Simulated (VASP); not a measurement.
# SnO2 (Pbcn) in VASP: a series of runs

Runs on SnO2. Level: PBE. Tasks: single point.

All numbers are computed with VASP 6.6.1; they aren't measurements. Logs are shortened: lines on timing, memory, paths and dates and some standing lists are left out, and cuts for length are marked.

**1. The cell of the first run**

Symmetry: Pbcn, No. 60, orthorhombic system. Conventional cell: a = 4.915 Å, b = 5.975 Å, c = 5.443 Å, α = 90.00°, β = 90.00°, γ = 90.00°. Within 2.8 Å of Sn (site symmetry 2) lie 6 O at 2.12 to 2.19 Å. O (site symmetry 1) has 3 Sn at 2.12 to 2.19 Å and 1 O at 2.73 Å within 2.8 Å.

**2. Single point, PBE**

File INCAR:

```
SYSTEM = SnO2
PREC = Accurate ; ENCUT = 520
EDIFF = 1E-6 ; ISMEAR = 0
SIGMA = 0.05 ; LREAL = .False.
LASPH = .True. ; NELM = 80
ALGO = Normal ; ISIF = 2
LWAVE = .False. ; LCHARG = .True.
GGA = PE ; LELF = .True.
LVHAR = .True. ; NBANDS = 64
```

File KPOINTS:

```
regular mesh
0
Gamma
  6 6 6
  0 0 0
```

File POSCAR:

```
SnO2
1.0
    4.9148547157      0.0000000000      0.0000000000
    0.0000000000      5.9750028425      0.0000000000
    0.0000000000      0.0000000000      5.4433877751
Sn O
4 8
Direct
    0.5000000000      0.6651654903      0.7500000000
    0.0000000000      0.8348345097      0.2500000000
    0.5000000000      0.3348345097      0.2500000000
    0.0000000000      0.1651654903      0.7500000000
    0.7301204269      0.6070551965      0.0781681516
    0.2301204269      0.8929448035      0.9218318484
    0.7698795731      0.8929448035      0.5781681516
    0.2698795731      0.6070551965      0.4218318484
    0.7301204269      0.3929448035      0.5781681516
    0.2301204269      0.1070551965      0.4218318484
    0.7698795731      0.1070551965      0.0781681516
    0.2698795731      0.3929448035      0.9218318484
```

Potentials or basis: VASP PAW PBE potentials, release 64 (Sn_d, O).

Run with:

```bash
cat potpaw_PBE.64/Sn_d/POTCAR potpaw_PBE.64/O/POTCAR > POTCAR
mpirun -np 1 vasp_std > vasp.out
```

OUTCAR:

```text
SYSTEM = SnO2
   PREC = Accurate
   ENCUT = 520
   EDIFF = 1E-6
   ISMEAR = 0
   LREAL = .False.
   LASPH = .True.
   NELM = 80
   ISIF = 2
   GGA = PE

 ion  position               nearest neighbor table
   1  0.500  0.665  0.750-   6 2.12   7 2.12   5 2.14   8 2.14   9 2.19  12 2.19   3 3.36   3 3.36

   2  0.000  0.835  0.250-   5 2.12   8 2.12   7 2.14   6 2.14  10 2.19  11 2.19   4 3.36   4 3.36

   3  0.500  0.335  0.250-  10 2.12  11 2.12   9 2.14  12 2.14   5 2.19   8 2.19   1 3.36   1 3.36

   4  0.000  0.165  0.750-   9 2.12  12 2.12  11 2.14  10 2.14   6 2.19   7 2.19   2 3.36   2 3.36

   5  0.730  0.607  0.078-   2 2.12   1 2.14   3 2.19
   6  0.230  0.893  0.922-   1 2.12   2 2.14   4 2.19
   7  0.770  0.893  0.578-   1 2.12   2 2.14   4 2.19
   8  0.270  0.607  0.422-   2 2.12   1 2.14   3 2.19
   9  0.730  0.393  0.578-   4 2.12   3 2.14   1 2.19
  10  0.230  0.107  0.422-   3 2.12   4 2.14   2 2.19
  11  0.770  0.107  0.078-   3 2.12   4 2.14   2 2.19
  12  0.270  0.393  0.922-   4 2.12   3 2.14   1 2.19

  LATTYP: Found a simple orthorhombic cell.
 ALAT       =     4.9148547157
 B/A-ratio  =     1.1075378806
 C/A-ratio  =     1.2157028413

  Lattice vectors:

 A1 = (  -4.9148547157,   0.0000000000,   0.0000000000)
 A2 = (   0.0000000000,   0.0000000000,   5.4433877751)
 A3 = (   0.0000000000,   5.9750028425,   0.0000000000)

Analysis of symmetry for initial positions (statically):
=====================================================================
 Subroutine PRICEL returns:
 Original cell was already a primitive cell.

 Routine SETGRP: Setting up the symmetry group for a
 simple orthorhombic supercell.

 Subroutine GETGRP returns: Found  8 space group operations
 (whereof  2 operations were pure point group operations)
 out of a pool of  8 trial point group operations.

The static configuration has the point symmetry S_2 .
 The point group associated with its full space group is D_2h.

Analysis of symmetry for dynamics (positions and initial velocities):
=====================================================================
 Subroutine PRICEL returns:
 Original cell was already a primitive cell.

 Routine SETGRP: Setting up the symmetry group for a
 simple orthorhombic supercell.

[... 127 lines left out ...]
   EDIFFG = 0.1E-04   stopping-criterion for IOM
   NSW    =      0    number of steps for IOM
   IBRION =     -1    ionic relax: 0-MD 1-quasi-New 2-CG
   NFREE  =      0    steps in history (QN), initial steepest desc. (CG)
   ISIF   =      2    stress and relaxation
   ISYM   =      2    0-nonsym 1-usesym 2-fastsym
   POTIM  = 0.5000    time-step for ionic-motion
   TEBEG  =    0.0;   TEEND  =   0.0 temperature during run
   PSTRESS=    0.0 pullay stress
   NELECT =     104.0000    total number of electrons
   NUPDOWN=      -1.0000    fix difference up-down
   EMIN   =  10.00;   EMAX   =-10.00  energy-range for DOS
   EFERMI =   0.00;   METHOD = LEGACY
   ISMEAR =     0;   SIGMA  =   0.05  broadening in eV -4-tet -1-fermi 0-gaus
   EFERMI_NEDOS =   21; number of points for ismear=-14 and -15
   IALGO  =     38    algorithm
   IMIX   =      4    mixing-type and parameters
     AMIX     =   0.40;   BMIX     =  1.00
     AMIX_MAG =   1.60;   BMIX_MAG =  1.00
  volume/ion in A,a.u.               =      13.32        89.89
  Fermi-wavevector in a.u.,A,eV,Ry     =   1.418556  2.680683 27.379032  2.012302
  Thomas-Fermi vector in A             =   2.539669
   LORBIT       =      0    0 simple, 1 ext, 2 COOP (PROOUT), +10 PAW based schemes
   GGA     = PE    functional components
   LHFCALC =     F    Hartree Fock is set to
   AEXX    =    0.0000 exact exchange contribution
   IVDW    =     0    specifies the selected vdW correction
   LEPSILON=     F    determine dielectric tensor
   LRPA    =     F    only Hartree local field effects (RPA)
 non-spin polarized calculation
 Gauss-broadening in eV      SIGMA  =   0.05
  energy-cutoff  :      520.00
  volume of cell :      159.85
 maximum number of plane-waves:      4328
 NGX is ok and might be reduce to    40
   NGX = 19   NGY = 23   NGZ = 21

 number of electron     103.9999994 magnetization

 Free energy of the ion-electron system (eV)
  ---------------------------------------------------
  ext. energy  EPLUGINS =         0.00000000
  ---------------------------------------------------
  free energy    TOTEN  =       -73.99537798 eV

  energy without entropy =      -73.99537745  energy(sigma->0) =      -73.99537772

 E-fermi :   4.7583     XC(G=0): -10.7169

 val. band max:        4.6208112660   @ k =   0.3333   0.0000   0.0000
 cond. band min:       4.8833716684   @ k =   0.0000   0.0000   0.0000
 fundamental gap:      0.2625604024
 Fermi energy:         4.7582921377

 k-point     1 :       0.0000    0.0000    0.0000
  band No.  band energies     occupation
      1     -15.9833      2.00000
      2     -15.8860      2.00000
      3     -15.8331      2.00000
      4     -15.6335      2.00000
      5     -15.5678      2.00000
      6     -15.4757      2.00000
[... 1597 lines left out ...]
     63      14.4037      0.00000
     64      14.4046      0.00000

 [... further k-points ...]
[... 5 lines left out ...]
  --------------------------------------------------------------------------------------
  -------------------------------------------------------------------------------------
  Total      -10.7407765    -10.7390461    -11.9850348      0.0000000      0.0000000      0.0000000
  in kB     -107.6535084   -107.6361652   -120.1245589      0.0000000      0.0000000      0.0000000
  external PRESSURE =    -111.8047442 kB  Pullay stress =       0.0000000 kB

 VOLUME and BASIS-vectors are now :
 -----------------------------------------------------------------------------
  energy-cutoff  :      520.00
  volume of cell :      159.85
      direct lattice vectors                 reciprocal lattice vectors
     4.914854716  0.000000000  0.000000000     0.203464814  0.000000000  0.000000000
     0.000000000  5.975002843  0.000000000     0.000000000  0.167363937  0.000000000
     0.000000000  0.000000000  5.443387775     0.000000000  0.000000000  0.183709124

 POSITION                                       TOTAL-FORCE (eV/Angst)
 -----------------------------------------------------------------------------------
      2.45743      3.97437      4.08254         0.000000     -0.162188     -0.000000
      0.00000      4.98814      1.36085         0.000000      0.162188      0.000000
      2.45743      2.00064      1.36085         0.000000      0.162188      0.000000
      0.00000      0.98686      4.08254         0.000000     -0.162188     -0.000000
      3.58844      3.62716      0.42550        -0.168318      0.061452     -0.029028
      1.13101      5.33535      5.01789        -0.168318     -0.061452      0.029028
      3.78385      5.33535      3.14719         0.168318     -0.061452     -0.029028
      1.32642      3.62716      2.29619         0.168318      0.061452      0.029028
      3.58844      2.34785      3.14719        -0.168318     -0.061452     -0.029028
      1.13101      0.63966      2.29619        -0.168318      0.061452      0.029028
      3.78385      0.63966      0.42550         0.168318      0.061452     -0.029028
      1.32642      2.34785      5.01789         0.168318     -0.061452      0.029028
 -----------------------------------------------------------------------------------
    total drift:                               -0.000000     -0.000000     -0.000000

  FREE ENERGIE OF THE ION-ELECTRON SYSTEM (eV)
  ---------------------------------------------------
  free  energy   TOTEN  =       -73.9953779822 eV

  energy  without entropy=      -73.9953774494  energy(sigma->0) =      -73.99537772
```

OSZICAR:

```text
N       E                     dE             d eps       ncg     rms          rms(c)
DAV:   1     0.157327211732E+04    0.15733E+04   -0.48487E+04  9464   0.250E+03
DAV:   2     0.250571598439E+03   -0.13227E+04   -0.12566E+04  8696   0.784E+02
DAV:   3    -0.586944345769E+02   -0.30927E+03   -0.30178E+03  8992   0.274E+02
DAV:   4    -0.852033282830E+02   -0.26509E+02   -0.26185E+02 10256   0.880E+01
DAV:   5    -0.860071558312E+02   -0.80383E+00   -0.80098E+00  9656   0.161E+01    0.211E+01
DAV:   6    -0.738290268001E+02    0.12178E+02   -0.44843E+01 13120   0.721E+01    0.763E+00
DAV:   7    -0.740707170409E+02   -0.24169E+00   -0.49382E+00  9208   0.919E+00    0.452E+00
DAV:   8    -0.740369203116E+02    0.33797E-01   -0.83735E-01 11424   0.503E+00    0.134E+00
DAV:   9    -0.739929491265E+02    0.43971E-01   -0.20867E-01 12448   0.381E+00    0.210E-01
DAV:  10    -0.739951891554E+02   -0.22400E-02   -0.15935E-02 11104   0.916E-01    0.108E-01
DAV:  11    -0.739953813390E+02   -0.19218E-03   -0.16003E-03 12456   0.275E-01    0.463E-02
DAV:  12    -0.739953834080E+02   -0.20690E-05   -0.12245E-04 10568   0.723E-02    0.260E-02
DAV:  13    -0.739953780366E+02    0.53714E-05   -0.37075E-05  9952   0.279E-02    0.242E-03
DAV:  14    -0.739953779822E+02    0.54431E-07   -0.19451E-06  6408   0.894E-03
   1 F= -.73995378E+02 E0= -.73995378E+02  d E =-.532796E-06
```

stdout:

```text
POSCAR found type information on POSCAR SnO
 POSCAR found :  2 types and      12 ions
 scaLAPACK will be used
 LDA part: xc-table for (Slater+PW92), standard interpolation
 POSCAR, INCAR and KPOINTS ok, starting setup
 FFT: planning ... GRIDC
 FFT: planning ... GRID_SOFT
 FFT: planning ... GRID
 WAVECAR not read
 entering main loop
```

Run time: 6.1 min. Hardware: 1 thread of Intel Xeon 6975P-C (Granite Rapids), shared host; peak memory 0.56 GiB.

Results:

```yaml
Free_energy: -73.9954 eV
Pressure: -11.2 GPa
Largest_force: 0.182 eV/Å
Band_gap_on_the_k_mesh: 0.26 eV, indirect (least direct gap 0.28 eV)
```

Forces on the atoms (eV/Å):
```
Sn   0.000 -0.162  0.000
Sn   0.000  0.162  0.000
Sn   0.000  0.162  0.000
Sn   0.000 -0.162  0.000
O   -0.168  0.061 -0.029
O   -0.168 -0.061  0.029
O    0.168 -0.061 -0.029
O    0.168  0.061  0.029
O   -0.168 -0.061 -0.029
O   -0.168  0.061  0.029
O    0.168  0.061 -0.029
O    0.168 -0.061  0.029
```

Caveat: spin-orbit coupling is left out, which moves the levels of the heavy elements.

**3. Single point, PBE**

This run uses another cell than the first one, of 12.99 Å³/atom, 0.975 times its volume.

File INCAR:

```
SYSTEM = SnO2
PREC = Accurate
ENCUT = 520
EDIFF = 1E-6
ISMEAR = 0
SIGMA = 0.05
LREAL = .FALSE.
LASPH = .TRUE.
NELM = 100
ALGO = Normal
ISIF = 2
LWAVE = .FALSE.
LCHARG = .FALSE.
GGA = PE
NBANDS = 64
```

File KPOINTS:

```
regular mesh
0
G
  6 6 6
  0 0 0
```

File POSCAR:

```
SnO2
1.0
    4.8308049497      0.0000000000      0.0000000000
    0.0000000000      6.0319768138      0.0000000000
    0.0000000000      0.0000000000      5.3502994770
Sn O
4 8
Direct
    0.5000000000      0.6651654909      0.7500000000
    0.0000000000      0.8348345091      0.2500000000
    0.5000000000      0.3348345091      0.2500000000
    0.0000000000      0.1651654909      0.7500000000
    0.7301204267      0.6070551964      0.0781681515
    0.2301204267      0.8929448036      0.9218318485
    0.7698795733      0.8929448036      0.5781681515
    0.2698795733      0.6070551964      0.4218318485
    0.7301204267      0.3929448036      0.5781681515
    0.2301204267      0.1070551964      0.4218318485
    0.7698795733      0.1070551964      0.0781681515
    0.2698795733      0.3929448036      0.9218318485
```

Potentials or basis: VASP PAW PBE potentials, release 64 (Sn_d, O).

Run with:

```bash
cat potpaw_PBE.64/Sn_d/POTCAR potpaw_PBE.64/O/POTCAR > POTCAR
mpirun -np 1 vasp_std > vasp.out
```

Run time: 6.7 min. Hardware: 1 thread of AMD EPYC 9R45 (Zen 5), shared host; peak memory 0.51 GiB.

Results (log left out):

| Property | Result |
| --- | --- |
| Free energy | -74.2018 eV |
| Pressure | -7.7 GPa |
| Largest force | 0.114 eV/Å |
| Band gap on the k mesh | 0.51 eV, direct |

Forces on the atoms (eV/Å):
```
Sn   0.000 -0.114  0.000
Sn   0.000  0.114  0.000
Sn   0.000  0.114  0.000
Sn   0.000 -0.114  0.000
O   -0.048  0.083  0.015
O   -0.048 -0.083 -0.015
O    0.048 -0.083  0.015
O    0.048  0.083 -0.015
O   -0.048 -0.083  0.015
O   -0.048  0.083 -0.015
O    0.048  0.083  0.015
O    0.048 -0.083 -0.015
```

Stress tensor (GPa, compression positive):
```
-6.41  0.00  0.00
 0.00 -9.83  0.00
 0.00  0.00 -6.78
```

Levels at points of the mesh, in eV from the valence-band top:
```
           k point  band 49  band 50  band 51  band 52  band 53  band 54  band 55  band 56
(0.00, 0.00, 0.00)    -0.57    -0.19    -0.02     0.00     0.51     5.25     5.28     6.12
(0.50, 0.00, 0.00)    -0.22    -0.22    -0.03    -0.03     3.68     3.68     4.47     4.47
(0.00, 0.50, 0.00)    -0.77    -0.77    -0.02    -0.02     3.20     3.20     5.89     5.89
(0.50, 0.50, 0.00)    -0.51    -0.51    -0.10    -0.10     4.07     4.07     5.19     5.19
(0.00, 0.00, 0.50)    -0.21    -0.21    -0.13    -0.13     3.58     3.58     5.36     5.36
(0.50, 0.00, 0.50)    -0.19    -0.19    -0.19    -0.19     4.14     4.14     4.14     4.14
(0.00, 0.50, 0.50)    -0.22    -0.22    -0.22    -0.22     4.62     4.62     4.62     4.62
(0.50, 0.50, 0.50)    -0.25    -0.25    -0.25    -0.25     4.51     4.51     4.51     4.51
```

Caveat: spin-orbit coupling is left out, which moves the levels of the heavy elements.

**4. Single point, PBE**

This run uses another cell than the first one, of 10.85 Å³/atom, 0.815 times its volume.

File INCAR:

```
SYSTEM = SnO2
ALGO = Normal
EDIFF = 1E-6
ENCUT = 520
GGA = PE
ISIF = 2
ISMEAR = 0
LASPH = .TRUE.
LCHARG = .TRUE.
LELF = .TRUE.
LREAL = .FALSE.
LVHAR = .TRUE.
LWAVE = .FALSE.
NBANDS = 64
NELM = 80
PREC = Accurate
SIGMA = 0.05
```

File KPOINTS:

```
k-points
0
G
  6 6 6
  0 0 0
```

File POSCAR:

```
SnO2
1.0
    4.5905178537      0.0000000000      0.0000000000
    0.0000000000      5.5807055979      0.0000000000
    0.0000000000      0.0000000000      5.0841724145
Sn O
4 8
Direct
    0.5000000000      0.6651654903      0.7500000000
    0.0000000000      0.8348345097      0.2500000000
    0.5000000000      0.3348345097      0.2500000000
    0.0000000000      0.1651654903      0.7500000000
    0.7301204269      0.6070551965      0.0781681516
    0.2301204269      0.8929448035      0.9218318484
    0.7698795731      0.8929448035      0.5781681516
    0.2698795731      0.6070551965      0.4218318484
    0.7301204269      0.3929448035      0.5781681516
    0.2301204269      0.1070551965      0.4218318484
    0.7698795731      0.1070551965      0.0781681516
    0.2698795731      0.3929448035      0.9218318484
```

Run with:

```bash
cat potpaw_PBE.64/Sn_d/POTCAR potpaw_PBE.64/O/POTCAR > POTCAR
mpirun -np 1 vasp_std > vasp.out
```

It took 7.8 min on 1 thread of Intel Xeon Platinum 8375C at 2.90GHz (Ice Lake), shared host; peak memory 0.47 GiB.

It converged, with:

- Free energy: -72.7318 eV
- Pressure: 32.8 GPa
- Largest force: 0.495 eV/Å
- Band gap on the k mesh: 2.48 eV, direct

Forces on the atoms (eV/Å):
```
Sn   0.000  0.439  0.000
Sn   0.000 -0.439  0.000
Sn   0.000 -0.439  0.000
Sn   0.000  0.439  0.000
O    0.460 -0.172  0.061
O    0.460  0.172 -0.061
O   -0.460  0.172  0.061
O   -0.460 -0.172 -0.061
O    0.460  0.172  0.061
O    0.460 -0.172 -0.061
O   -0.460 -0.172  0.061
O   -0.460  0.172 -0.061
```

Stress tensor (GPa, compression positive):
```
31.42  0.00  0.00
 0.00 31.68  0.00
 0.00  0.00 35.35
```

Levels at points of the mesh, in eV from the valence-band top:
```tsv
k point	band 50	band 51	band 52	band 53	band 54	band 55
(0.00, 0.00, 0.00)	-0.16	-0.15	0.00	2.48	7.30	7.40
(0.50, 0.00, 0.00)	-0.32	-0.06	-0.06	5.60	5.60	6.30
(0.00, 0.50, 0.00)	-0.92	-0.11	-0.11	5.15	5.15	8.06
(0.50, 0.50, 0.00)	-0.52	-0.22	-0.22	6.09	6.09	7.18
(0.00, 0.00, 0.50)	-0.25	-0.14	-0.14	5.55	5.55	7.19
(0.50, 0.00, 0.50)	-0.27	-0.27	-0.27	6.02	6.02	6.02
(0.00, 0.50, 0.50)	-0.33	-0.33	-0.33	6.66	6.66	6.66
(0.50, 0.50, 0.50)	-0.40	-0.40	-0.40	6.52	6.52	6.52
```

Caveat: spin-orbit coupling is left out, which moves the levels of the heavy elements. PBE gaps usually lie below the measured ones, often by a third to a half.

**5. Single point, PBE**

This run uses another cell than the first one, of 10.36 Å³/atom, 0.778 times its volume.

File INCAR:

```
PREC = Accurate
ENCUT = 520
EDIFF = 1E-7
ISMEAR = 0
SIGMA = 0.05
LREAL = F
LASPH = T
NELM = 80
ALGO = Normal
ISIF = 2
LWAVE = F
LCHARG = F
GGA = PE
NBANDS = 64
```

File KPOINTS:

```
regular mesh
0
Gamma
  6 6 6
```

Changes to POSCAR since step 4:

```diff
@@ -2,5 +2,5 @@
 1.0
-    4.5905178537      0.0000000000      0.0000000000
-    0.0000000000      5.5807055979      0.0000000000
-    0.0000000000      0.0000000000      5.0841724145
+    4.5199361475      0.0000000000      0.0000000000
+    0.0000000000      5.4948992171      0.0000000000
+    0.0000000000      0.0000000000      5.0060005012
 Sn O
```

Run with:

```bash
cat potpaw_PBE.64/Sn_d/POTCAR potpaw_PBE.64/O/POTCAR > POTCAR
mpirun -np 1 vasp_std > vasp.out
```

Wall time 7.1 min (1 thread of Intel Xeon Platinum 8488C (Sapphire Rapids), shared host); peak memory 0.47 GiB.

It converged, with:

| Quantity | Value |
| --- | --- |
| Free energy | -71.2110 eV |
| Pressure | 49.6 GPa |
| Largest force | 0.728 eV/Å |
| Band gap on the k mesh | 3.07 eV, direct |

Forces in eV/Å, atoms in the order of the input:
```
Sn   0.000  0.640  0.000
Sn   0.000 -0.640  0.000
Sn   0.000 -0.640  0.000
Sn   0.000  0.640  0.000
O    0.676 -0.257  0.081
O    0.676  0.257 -0.081
O   -0.676  0.257  0.081
O   -0.676 -0.257 -0.081
O    0.676  0.257  0.081
O    0.676 -0.257 -0.081
O   -0.676 -0.257  0.081
O   -0.676  0.257 -0.081
```

Stress tensor (GPa, compression positive):
```
47.54  0.00  0.00
 0.00 47.94  0.00
 0.00  0.00 53.40
```

Levels at points of the mesh, in eV from the valence-band top:
```
           k point  band 50  band 51  band 52  band 53  band 54  band 55
(0.00, 0.00, 0.00)    -0.19    -0.18     0.00     3.07     7.73     7.89
(0.50, 0.00, 0.00)    -0.37    -0.09    -0.09     6.15     6.15     6.83
(0.00, 0.50, 0.00)    -0.92    -0.14    -0.14     5.72     5.72     8.66
(0.50, 0.50, 0.00)    -0.49    -0.25    -0.25     6.66     6.66     7.74
(0.00, 0.00, 0.50)    -0.28    -0.14    -0.14     6.12     6.12     7.68
(0.50, 0.00, 0.50)    -0.31    -0.31    -0.31     6.55     6.55     6.55
(0.00, 0.50, 0.50)    -0.37    -0.37    -0.37     7.23     7.23     7.23
(0.50, 0.50, 0.50)    -0.45    -0.45    -0.45     7.09     7.09     7.09
```

Caveat: spin-orbit coupling is left out, which moves the levels of the heavy elements.

(Continued in part 2 of 2.)
